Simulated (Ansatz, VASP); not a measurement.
Given: the input of a run of VASP 6.6.1 on NbSi.

Contents of POSCAR:

```
NbSi
1.0
    3.1564400000      0.0000000000      0.0000000000
    0.0000000000      3.1564400000      0.0000000000
    0.0000000000      0.0000000000      3.1564400000
Nb Si
1 1
Direct
    0.0000000000      0.0000000000      0.0000000000
    0.5000000000      0.5000000000      0.5000000000
```

The input INCAR.step1:

```
ALGO = Normal
EDIFF = 1E-5
ENCUT = 600
GGA = PE
ISMEAR = -1
LASPH = T
LCHARG = F
LREAL = F
LWAVE = T
NBANDS = 16
NELM = 60
PREC = Accurate
SIGMA = 0.05
```

Contents of INCAR.step2:

```
AEXX = 1.0
AGGAC = 0.0
ALDAC = 0.0
ALGO = Normal
EDIFF = 1E-7
EDIFFG = -0.01
ENCUT = 600
GGA = PE
IBRION = 2
ISIF = 3
ISMEAR = -1
ISTART = 1
LASPH = T
LCHARG = F
LHFCALC = T
LREAL = F
LWAVE = F
NELM = 60
NSW = 60
PREC = Accurate
PRECFOCK = Normal
SIGMA = 0.05
```

Contents of KPOINTS:

```
k-points
0
Gamma
  4 4 4
```

Potentials or basis: VASP PAW PBE potentials, release 64 (Nb_sv, Si).

Run with:

```bash
$ cat potpaw_PBE.64/Nb_sv/POTCAR potpaw_PBE.64/Si/POTCAR > POTCAR
$ cp INCAR.step1 INCAR
$ mpirun -np 1 vasp_std > vasp.out
$ cp INCAR.step2 INCAR
$ mpirun -np 1 vasp_std > vasp.out
```

Question: Translate it to Ansatz 0.2.0. Potentials there: Ansatz PAW.

Answer: As run (the cutoff follows the program's own potentials):

The input input:

```
crystal:
  lattice:
    - [3.15644, 0.0, 0.0]
    - [0.0, 3.15644, 0.0]
    - [0.0, 0.0, 3.15644]
  atoms:
    - { symbol: Nb, position: [0.0, 0.0, 0.0] }
    - { symbol: Si, position: [0.5, 0.5, 0.5] }
hamiltonian:
  xc: hf
  pseudopotentials: { kind: paw }
kpoints:
  mp_grid: { grid: [4, 4, 4] }
scf:
  occupations: { method: fermi_dirac, width: 0.05 }
output:
  forces: true
  stress: true
  eigenvalues: true
relax:
  f_tol: 0.01
  max_steps: 40
  cell: { stress_tol: 0.05 }
```

Both were run:

|  | VASP | Ansatz | Ansatz less VASP |
| --- | --- | --- | --- |
| gap on the k mesh at the Fermi level, each at its own relaxed structure (eV) | none | none | - |
| relaxed volume (Å³/atom) | 16.22 | 16.38 | +0.155 |
| relaxed cell length with the largest relative difference (Å) | 3.190 | 3.200 | +0.0101 |

VASP's potentials were made for PBE, not for HF. A gap of «none» marks a metal or a gap that the smearing closes.

The k mesh is coarse, so the values compare programs but aren't converged. Noted on Ansatz's run: the plane-wave basis is chosen anew once the cell has moved, so the energies of steps on either side of that aren't comparable.
